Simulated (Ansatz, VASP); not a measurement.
**One calculation of Ca, two programs**

```
Ca
1.0
     0.00000    2.90597    2.57066
     2.90597    0.00000    2.57066
     2.90597    2.90597    0.00000
Ca
1
Direct
  0.00000 0.00000 0.00000
```

Change from the starting cell: strain +0.040 along x and y, -0.080 along z, atoms carried along.

Alike in both runs: task single point; functional PBE; k mesh 14 × 14 × 14; occupations gaussian, width 0.15 eV; no spin polarisation.

|  | VASP | Ansatz |
| --- | --- | --- |
| version | VASP 6.6.1 | Ansatz 0.2.0 |
| potentials or method | VASP PAW PBE potentials, release 64 (Ca_sv), cutoff 520 eV | scalar-relativistic, plane waves, PAW |
| valence electrons in the cell | 10 | 10 |

|  | VASP | Ansatz | Ansatz less VASP |
| --- | --- | --- | --- |
| gap on the k mesh at the Fermi level (eV) | none | none | - |
| pressure (GPa) | -0.5 | -0.5 | -0.02 |
| traceless stress, the component that is largest in VASP (GPa) | 0.26 | 0.26 | 0.000 |

A gap of «none» marks a metal or a gap that the smearing closes.
